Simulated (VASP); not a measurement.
# Ru (Fd-3m) in VASP: a series of runs, part 2 of 2

VASP 6.6.1. Earlier steps stand in the parts before.

### 5 Relaxation of cell and atoms, revPBE, target pressure 5 GPa, at which the enthalpy is minimised

This run uses another cell than the first one, of 17.68 Å³/atom.

File INCAR:

```
PREC     = Accurate       # precision mode
ENCUT    = 500            # plane-wave cutoff, eV
EDIFF    = 1E-7           # SCF threshold, eV
ISMEAR   = -1             # smearing method
SIGMA    = 0.1            # smearing width, eV
LREAL    = F              # projectors in reciprocal space
LASPH    = T              # aspherical terms in the spheres
NELM     = 120            # most SCF steps
ALGO     = Normal         # electronic algorithm
ISIF     = 3              # what is computed and relaxed
LWAVE    = F              # write WAVECAR
LCHARG   = F              # write CHGCAR
GGA      = RE             # functional
IBRION   = 2              # ionic algorithm
NSW      = 80             # ionic steps
EDIFFG   = -0.02          # ionic threshold
PSTRESS  = 50.0         
GGA_COMPAT= F            
NELMIN   = 4
```

File KPOINTS:

```
regular mesh
0
Gamma
  6 6 6
```

File POSCAR:

```
Ru
1.0
    0.0000000000      2.6050000000      2.6050000000
    2.6050000000      0.0000000000      2.6050000000
    2.6050000000      2.6050000000      0.0000000000
Ru
2
Direct
    1.0000000000      1.0000000000      1.0000000000
    0.2500000000      0.2500000000      0.2500000000
```

On the command line:

```console
cat potpaw_PBE.64/Ru_pv/POTCAR > POTCAR
mpirun -np 1 vasp_std > vasp.out
```

It took 89 s on 1 thread of AMD EPYC 7R43 (Zen 3), shared host; peak memory 0.12 GiB.

The run converged. Its results:

```
Free energy                                                : -15.1869 eV
Relaxed volume                                             : 19.98 Å³/atom
Relaxed cell                                               : a = 3.838 Å, b = 3.838 Å, c = 3.838 Å, α = 60.00°, β = 60.00°, γ = 60.00°
Space group after relaxing (to 0.1 Å)                      : Fd-3m (No. 227)
Energy change on relaxing (the run minimises the enthalpy) : -259.0 meV/atom
Ionic steps                                                : 5
Pressure after relaxing                                    : 5.0 GPa
Band gap on the k mesh                                     : zero (bands 14 and 15 overlap by 0.73 eV)
```

Step by step:
```
step  energy change (eV)  largest force (eV/Å)  pressure (GPa)  volume (Å³)
   1              0.0000                0.0000           34.16        35.36
   2              0.7031                0.0000          -22.59        54.50
   3             -0.5317                0.0000            2.44        40.55
   4             -0.5209                0.0000            4.58        40.06
   5             -0.5180                0.0000            5.01        39.96
```

Final structure:
```
Ru
1.0
     0.00000    2.71355    2.71355
     2.71355    0.00000    2.71355
     2.71355    2.71355    0.00000
Ru
2
Direct
  0.00000 0.00000 0.00000
  0.25000 0.25000 0.25000
```

Levels at points of the mesh, in eV from the Fermi level:
```csv
k point,band 11,band 12,band 13,band 14,band 15,band 16,band 17,band 18
"(0.00, 0.00, 0.00)",-3.25,-3.25,-0.48,-0.48,-0.48,1.87,1.87,10.96
"(0.50, 0.00, 0.00)",-3.51,-3.22,-0.38,0.21,0.21,1.41,1.41,3.11
"(0.50, 0.50, 0.00)",-1.39,-1.39,-1.30,-1.30,1.71,1.71,3.41,3.41
```

Caveat: the cell is relaxed towards a set pressure, so the run minimises the enthalpy, not the energy; the PAW data sets were made with another functional, which shifts forces and pressure a little.

### 6 Relaxation of cell and atoms, revPBE, target pressure 10 GPa, at which the enthalpy is minimised

This run uses another cell than the first one, of 17.68 Å³/atom.

INCAR: that of step 5 with these lines changed.

```diff
@@ -16,3 +16,3 @@
 EDIFFG   = -0.02          # ionic threshold
-PSTRESS  = 50.0         
+PSTRESS  = 100.0        
 GGA_COMPAT= F
```

KPOINTS is that of step 5.

POSCAR is that of step 5.

Potentials or basis: VASP PAW PBE potentials, release 64 (Ru_pv).

On the command line:

```console
cat potpaw_PBE.64/Ru_pv/POTCAR > POTCAR
mpirun -np 1 vasp_std > vasp.out
```

Wall time 78 s (1 thread of AMD EPYC 7R43 (Zen 3), shared host); peak memory 0.12 GiB.

It converged, with:

```yaml
Free_energy: -15.1377 eV
Relaxed_volume: 19.45 Å³/atom
Relaxed_cell: a = 3.804 Å, b = 3.804 Å, c = 3.804 Å, α = 60.00°, β = 60.00°, γ = 60.00°
Space_group_after_relaxing_to_0.1_Å: Fd-3m (No. 227)
Energy_change_on_relaxing_the_run_minimises_the_enthalpy: -234.4 meV/atom
Ionic_steps: 5
Pressure_after_relaxing: 10.1 GPa
Band_gap_on_the_k_mesh: zero (bands 14 and 15 overlap by 0.77 eV)
```

Step by step:
```csv
step,energy change (eV),largest force (eV/Å),pressure (GPa),volume (Å³)
1,0.0000,0.0000,34.16,35.36
2,0.2087,0.0000,-20.15,50.82
3,-0.4933,0.0000,7.91,39.35
4,-0.4734,0.0000,9.73,38.98
5,-0.4687,0.0000,10.12,38.91
```

Final structure:
```
Ru
1.0
     0.00000    2.68951    2.68951
     2.68951    0.00000    2.68951
     2.68951    2.68951    0.00000
Ru
2
Direct
  0.00000 0.00000 0.00000
  0.25000 0.25000 0.25000
```

Levels at points of the mesh, in eV from the Fermi level:
```csv
k point,band 12,band 13,band 14,band 15,band 16,band 17
"(0.00, 0.00, 0.00)",-3.35,-0.49,-0.49,-0.49,1.95,1.95
"(0.50, 0.00, 0.00)",-3.28,-0.41,0.23,0.23,1.48,1.48
"(0.50, 0.50, 0.00)",-1.39,-1.36,-1.36,1.78,1.78,3.50
```

Caveat: the cell is relaxed towards a set pressure, so the run minimises the enthalpy, not the energy; the PAW data sets were made with another functional, which shifts forces and pressure a little.

### 7 Relaxation of cell and atoms, revPBE, target pressure 20 GPa, at which the enthalpy is minimised

This run uses another cell than the first one, of 17.68 Å³/atom.

File INCAR:

```
SYSTEM = Ru
PREC = Accurate ; ENCUT = 500
EDIFF = 1E-7 ; ISMEAR = -1
SIGMA = 0.1 ; LREAL = .False.
LASPH = .True. ; NELM = 120
ALGO = Normal ; ISIF = 3
LWAVE = .False. ; LCHARG = .False.
GGA = RE ; IBRION = 2
NSW = 80 ; EDIFFG = -0.02
PSTRESS = 200.0 ; GGA_COMPAT = .False.
NELMIN = 4
```

File KPOINTS:

```
regular mesh
0
Gamma
  6 6 6
  0 0 0
```

POSCAR is that of step 6.

Potentials or basis: VASP PAW PBE potentials, release 64 (Ru_pv).

On the command line:

```console
cat potpaw_PBE.64/Ru_pv/POTCAR > POTCAR
mpirun -np 1 vasp_std > vasp.out
```

OUTCAR:

```text
SYSTEM = Ru
   PREC = Accurate
   ENCUT = 500
   EDIFF = 1E-7
   ISMEAR = -1
   LREAL = .False.
   LASPH = .True.
   NELM = 120
   ISIF = 3
   GGA = RE
   IBRION = 2
   NSW = 80
   EDIFFG = -0.02
   PSTRESS = 200.0
   NELMIN = 4

 ion  position               nearest neighbor table
   1  0.000  0.000  0.000-   2 2.26   2 2.26   2 2.26   2 2.26
   2  0.250  0.250  0.250-   1 2.26   1 2.26   1 2.26   1 2.26

  LATTYP: Found a face centered cubic cell.
 ALAT       =     5.2100000000

  Lattice vectors:

 A1 = (   0.0000000000,   2.6050000000,   2.6050000000)
 A2 = (   2.6050000000,   0.0000000000,   2.6050000000)
 A3 = (   2.6050000000,   2.6050000000,   0.0000000000)

Analysis of symmetry for initial positions (statically):
=====================================================================
 Subroutine PRICEL returns:
 Original cell was already a primitive cell.

 Routine SETGRP: Setting up the symmetry group for a
 face centered cubic supercell.

 Subroutine GETGRP returns: Found 48 space group operations
 (whereof 24 operations were pure point group operations)
 out of a pool of 48 trial point group operations.

The static configuration has the point symmetry T_d .
 The point group associated with its full space group is O_h .

Analysis of symmetry for dynamics (positions and initial velocities):
=====================================================================
 Subroutine PRICEL returns:
 Original cell was already a primitive cell.

 Routine SETGRP: Setting up the symmetry group for a
 face centered cubic supercell.

 Subroutine GETGRP returns: Found 48 space group operations
 (whereof 24 operations were pure point group operations)
 out of a pool of 48 trial point group operations.

The dynamic configuration has the point symmetry T_d .
 The point group associated with its full space group is O_h .

 Subroutine INISYM returns: Found 48 space group operations
 (whereof 24 operations are pure point group operations),
[... 91 lines left out ...]
   IBRION =      2    ionic relax: 0-MD 1-quasi-New 2-CG
   NFREE  =      1    steps in history (QN), initial steepest desc. (CG)
   ISIF   =      3    stress and relaxation
   ISYM   =      2    0-nonsym 1-usesym 2-fastsym
   POTIM  = 0.5000    time-step for ionic-motion
   TEBEG  =    0.0;   TEEND  =   0.0 temperature during run
   PSTRESS=  200.0 pullay stress
   NELECT =      28.0000    total number of electrons
   NUPDOWN=      -1.0000    fix difference up-down
   EMIN   =  10.00;   EMAX   =-10.00  energy-range for DOS
   EFERMI =   0.00;   METHOD = LEGACY
   ISMEAR =    -1;   SIGMA  =   0.10  broadening in eV -4-tet -1-fermi 0-gaus
   EFERMI_NEDOS =   21; number of points for ismear=-14 and -15
   IALGO  =     38    algorithm
   IMIX   =      4    mixing-type and parameters
     AMIX     =   0.40;   BMIX     =  1.00
     AMIX_MAG =   1.60;   BMIX_MAG =  1.00
  volume/ion in A,a.u.               =      17.68       119.29
  Fermi-wavevector in a.u.,A,eV,Ry     =   1.514641  2.862257 31.213644  2.294138
  Thomas-Fermi vector in A             =   2.624272
   LORBIT       =      0    0 simple, 1 ext, 2 COOP (PROOUT), +10 PAW based schemes
   GGA     = RE    functional components
   LHFCALC =     F    Hartree Fock is set to
   AEXX    =    0.0000 exact exchange contribution
   IVDW    =     0    specifies the selected vdW correction
   LEPSILON=     F    determine dielectric tensor
   LRPA    =     F    only Hartree local field effects (RPA)
 conjugate gradient relaxation of ions
 non-spin polarized calculation
  energy-cutoff  :      500.00
  volume of cell :       35.36
 maximum number of plane-waves:       934
   NGX = 13   NGY = 13   NGZ = 13

--------------------------------------- Ionic step        1  -------------------------------------------

 number of electron      27.9999999 magnetization

 Free energy of the ion-electron system (eV)
  ---------------------------------------------------
  ext. energy  EPLUGINS =         0.00000000
  ---------------------------------------------------
  free energy    TOTEN  =       -14.66894739 eV

  energy without entropy =      -14.60592521  energy(sigma->0) =      -14.63743630

------------------------ aborting loop because EDIFF is reached ----------------------------------------

  FORCE on cell =-STRESS in cart. coord.  units (eV):
  Direction    XX          YY          ZZ          XY          YZ          ZX
  --------------------------------------------------------------------------------------
  -------------------------------------------------------------------------------------
  Total        7.5378872      7.5378872      7.5378872     -0.0000000     -0.0000000     -0.0000000
  in kB      341.5914868    341.5914868    341.5914868     -0.0000000     -0.0000000     -0.0000000
  external PRESSURE =     141.5914868 kB  Pullay stress =     200.0000000 kB
[... 101 lines left out ...]
--------------------------------------- Ionic step        4  -------------------------------------------

 number of electron      28.0000011 magnetization

 Free energy of the ion-electron system (eV)
  ---------------------------------------------------
  ext. energy  EPLUGINS =         0.00000000
  ---------------------------------------------------
  free energy    TOTEN  =       -14.98296403 eV

  energy without entropy =      -14.91672251  energy(sigma->0) =      -14.94984327

 E-fermi :   8.2304     XC(G=0): -11.7316

 val. band max:        8.1873783596   @ k =   0.5000   0.1667   0.0000
 cond. band min:       8.3264853540   @ k =  -0.1667   0.1667   0.0000
 fundamental gap:      0.1391069944
 Fermi energy:         8.2303683154

 k-point     1 :       0.0000    0.0000    0.0000
  band No.  band energies     occupation
      1     -35.1673      2.00000
      2     -35.1673      2.00000
      3     -35.1673      2.00000
      4     -34.0652      2.00000
      5     -34.0652      2.00000
      6     -34.0652      2.00000
[... 358 lines left out ...]
  energy  without entropy=      -14.9167225108  energy(sigma->0) =      -14.94984327

  enthalpy is  TOTEN    =       -10.3345781558 eV   P V=        4.6483858761

 reached required accuracy - stopping structural energy minimisation
```

OSZICAR:

```text
N       E                     dE             d eps       ncg     rms          rms(c)
DAV:   1     0.286593931413E+03    0.28659E+03   -0.17084E+04   576   0.158E+03
DAV:   2    -0.805242042456E+01   -0.29465E+03   -0.28774E+03   608   0.472E+02
DAV:   3    -0.149047237719E+02   -0.68523E+01   -0.65889E+01   666   0.756E+01
[... 42 lines left out ...]
DAV:   4    -0.149829654123E+02   -0.81632E-04   -0.16212E-04   596   0.844E-02    0.812E-03
DAV:   5    -0.149829642823E+02    0.11300E-05   -0.10441E-05   668   0.281E-02    0.684E-03
DAV:   6    -0.149829637559E+02    0.52641E-06   -0.40451E-07   634   0.630E-03    0.905E-04
DAV:   7    -0.149829639646E+02   -0.20869E-06   -0.55767E-08   300   0.207E-03    0.437E-04
DAV:   8    -0.149829640319E+02   -0.67359E-07   -0.11089E-08   298   0.750E-04
   4 F= -.10334578E+02 E0= -.10301457E+02  d E =-.790237E-01
```

CONTCAR:

```text
Ru
   1.00000000000000
    -0.0000000000000000    2.6504376246292538    2.6504376246292538
     2.6504376246292538   -0.0000000000000000    2.6504376246292538
     2.6504376246292538    2.6504376246292538   -0.0000000000000000
  Ru
     2
Direct
     0.0000000000000000    0.0000000000000000    0.0000000000000000
     0.2500000000000000    0.2500000000000000    0.2500000000000000

  0.00000000E+00  0.00000000E+00  0.00000000E+00
  0.00000000E+00  0.00000000E+00  0.00000000E+00
```

Wall time 70 s (1 thread of AMD EPYC 7R43 (Zen 3), shared host); peak memory 0.12 GiB.

Results:

```
Free energy                                                : -14.9830 eV
Relaxed volume                                             : 18.62 Å³/atom
Relaxed cell                                               : a = 3.748 Å, b = 3.748 Å, c = 3.748 Å, α = 60.00°, β = 60.00°, γ = 60.00°
Space group after relaxing (to 0.1 Å)                      : Fd-3m (No. 227)
Energy change on relaxing (the run minimises the enthalpy) : -157.0 meV/atom
Ionic steps                                                : 4
Pressure after relaxing                                    : 19.9 GPa
Band gap on the k mesh                                     : zero (bands 14 and 15 overlap by 0.83 eV)
```

Step by step:
```tsv
step	energy change (eV)	largest force (eV/Å)	pressure (GPa)	volume (Å³)
1	0.0000	0.0000	34.16	35.36
2	-0.4535	0.0000	-8.89	43.97
3	-0.3303	0.0000	19.06	37.37
4	-0.3140	0.0000	19.94	37.24
```

Final structure:
```
CELL_PARAMETERS angstrom
0.00000 2.65044 2.65044
2.65044 0.00000 2.65044
2.65044 2.65044 0.00000
ATOMIC_POSITIONS crystal
Ru 0.00000 0.00000 0.00000
Ru 0.25000 0.25000 0.25000
```

Caveat: the cell is relaxed towards a set pressure, so the run minimises the enthalpy, not the energy; the PAW data sets were made with another functional, which shifts forces and pressure a little.

### 8 The runs side by side

```tsv
task	cell	gap on the mesh (eV)	pressure (GPa)
single point	a = 3.802 Å, angles 60.0°, 2 atoms	none	10.3
single point	a = 3.875 Å, angles 60.0°, 2 atoms	none	0.2
relaxation of cell and atoms	relaxed from a = 3.684 Å, angles 60.0°, 2 atoms	none	0.0
relaxation of cell and atoms	relaxed to 5 GPa from a = 3.684 Å, angles 60.0°, 2 atoms	none	5.0
relaxation of cell and atoms	relaxed to 10 GPa from a = 3.684 Å, angles 60.0°, 2 atoms	none	10.1
relaxation of cell and atoms	relaxed to 20 GPa from a = 3.684 Å, angles 60.0°, 2 atoms	none	19.9
```

Alike in all rows: level revPBE; potentials or basis VASP PAW PBE potentials, release 64 (Ru_pv); no spin polarisation; k mesh 6 × 6 × 6; cutoff (eV) 500; smearing fermi-dirac 0.1 eV.

Caveats: the PAW data sets were made with another functional, which shifts forces and pressure a little; the cell is relaxed towards a set pressure, so the run minimises the enthalpy, not the energy (at least some runs); the cell stands under pressure (at least some runs); the volume moved by over 15 % at a fixed basis, so the end points are rough (at least some runs).

Absolute energies hang on the potentials; compare differences alone.

The gap in the log of VASP goes by the Fermi energy; the results here count the filled bands.